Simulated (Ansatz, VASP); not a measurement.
**One calculation of ZnO, two programs**

The input INCAR:

```
SYSTEM = ZnO
ALGO = Normal
EDIFF = 1E-6
ENCUT = 520
ISIF = 2
ISMEAR = 0
LASPH = .TRUE.
LCHARG = .FALSE.
LREAL = .FALSE.
LWAVE = .FALSE.
NBANDS = 16
NELM = 100
PREC = Accurate
SIGMA = 0.05
```

File KPOINTS:

```
k-points
0
G
  6 6 6
  0 0 0
```

The input POSCAR:

```
ZnO
1.0
    2.5946121097      0.0000000000      0.0000000000
    0.0000000000      2.5946121097      0.0000000000
    0.0000000000      0.0000000000      2.5946121097
Zn O
1 1
Direct
    0.0000000000      0.0000000000      0.0000000000
    0.5000000000      0.5000000000      0.5000000000
```

Input for Ansatz:

```yaml
crystal:
  lattice:
    - [2.5946121097, 0.0, 0.0]
    - [0.0, 2.5946121097, 0.0]
    - [0.0, 0.0, 2.5946121097]
  atoms:
    - { symbol: Zn, position: [0.0, 0.0, 0.0] }
    - { symbol: O, position: [0.5, 0.5, 0.5] }
basis:
  ecutwfc: 420
kpoints:
  mp_grid: { grid: [6, 6, 6] }
hamiltonian:
  xc: lda
scf:
  occupations: { method: gaussian, width: 0.05 }
output:
  forces: true
  stress: true
  eigenvalues: true
```

Alike in both runs: task single point; functional LDA; k mesh 6 × 6 × 6; occupations gaussian, width 0.05 eV; no spin polarisation.

|  | VASP | Ansatz |
| --- | --- | --- |
| version | VASP 6.6.1 | Ansatz 0.2.0 |
| potentials or method | VASP PAW LDA potentials, release 64 (Zn, O), cutoff 520 eV | scalar-relativistic, plane waves, PAW |
| valence electrons in the cell | 18 | 18 |

Ansatz gave:

| Item | Value |
| --- | --- |
| gap on the k mesh at the Fermi level (eV) | none |
| pressure (GPa) | 4.4 |

Which values does VASP return?

gap on the k mesh at the Fermi level (eV): none; pressure (GPa): 6.2.

LDA's correlation is that of Perdew and Zunger in VASP and of Perdew and Wang (1992) in Ansatz. A gap of «none» marks a metal or a gap that the smearing closes.

The k mesh is coarse, so the values compare programs but aren't converged.
